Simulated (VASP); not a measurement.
Input of a VASP 6.6.1 run:

The input INCAR:

```
SYSTEM = Au
PREC = Accurate
ENCUT = 500
EDIFF = 1E-6
ISMEAR = 1
SIGMA = 0.1
LREAL = .False.
LASPH = .True.
NELM = 120
ALGO = Normal
ISIF = 2
LWAVE = .False.
LCHARG = .True.
GGA = PS
LELF = .True.
LVHAR = .True.
NBANDS = 18
GGA_COMPAT = .False.
```

File KPOINTS:

```
regular mesh
0
Gamma
  9 9 5
  0 0 0
```

File POSCAR:

```
Au
1.0
    2.8557451629      0.0000000000      0.0000000000
   -1.4278725814      2.4731478578      0.0000000000
    0.0000000000      0.0000000000      4.7715475968
Au
2
Direct
    0.3333333333      0.6666666667      0.7500000000
    0.6666666667      0.3333333333      0.2500000000
```

Potentials or basis: VASP PAW PBE potentials, release 64 (Au).

Command:

```sh
$ cat potpaw_PBE.64/Au/POTCAR > POTCAR
$ mpirun -np 1 vasp_std > vasp.out
```

Predict the pressure.

1.5 GPa.

Predict the band gap on the k mesh.

zero (band 11 reaches 13.14 eV, above the bottom of band 12 at 7.00 eV).

Stress tensor (GPa, compression positive):
```
1.60 0.00 0.00
0.00 1.60 0.00
0.00 0.00 1.42
```

Caveat: the PAW data sets were made with another functional, which shifts forces and pressure a little; spin-orbit coupling is left out, which moves the levels of the heavy elements.
